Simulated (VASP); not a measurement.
BeCd2Te3:

```
Be Cd Te
1.0
     4.48713    0.00000    0.00000
     0.00000    4.48713    0.00000
     0.00000    0.00000    8.63754
Be Cd Te
1 2 3
Direct
  0.00000 0.00000 0.00000
  0.00000 0.00000 0.77325
  0.00000 0.00000 0.22675
  0.00000 0.50000 0.00000
  0.50000 0.00000 0.00000
  0.00000 0.00000 0.50000
```

The cell was built from a structure type or drawn by symmetry, and may not be a known phase.

* Program: VASP 6.6.1
* Task: relaxation of cell and atoms
* Functional: PBE
* Potentials or basis: VASP PAW PBE potentials, release 64 (Be, Cd, Te)
* Cutoff: 600 eV
* k mesh: 4 × 4 × 2
* Occupations: gaussian, width 0.1 eV
* Spin: no spin polarisation

At the start: pressure 23.6 GPa; volume 28.99 Å³/atom.

Where does the relaxation end?

Over 9 steps the energy falls by 791.0 meV/atom and the volume is 43.13 Å³/atom (+48.8 %); space group P4/mmm (No. 123, to 0.1 Å) before and after.

Step by step:
```
step  energy change (eV)  largest force (eV/Å)  pressure (GPa)  volume (Å³)
   1              0.0000                2.0560           23.63       173.91
   2             -4.2122                0.2796           -2.38       302.73
   3             -4.6904                0.3839            0.96       247.98
   4             -4.7118                0.3471           -0.01       258.23
   5             -4.7130                0.3558            0.21       255.77
   6             -4.7392                0.1991            0.06       257.99
   7             -4.7449                0.0710           -0.04       259.64
   8             -4.7456                0.0421           -0.01       259.29
   9             -4.7459                0.0007            0.03       258.75
```

Final structure:
```
CELL_PARAMETERS angstrom
4.97615 0.00000 0.00000
0.00000 4.97615 0.00000
0.00000 0.00000 10.44954
ATOMIC_POSITIONS crystal
Be 0.00000 0.00000 0.00000
Cd 0.00000 0.00000 0.76086
Cd 0.00000 0.00000 0.23914
Te 0.00000 0.50000 0.00000
Te 0.50000 0.00000 0.00000
Te 0.00000 0.00000 0.50000
```

Caveat: the k points lie up to 0.32 Å⁻¹ apart in the final cell, too coarse for converged energies and pressures of a metal; the volume moved by over 15 % at a fixed basis, so the end points are rough.
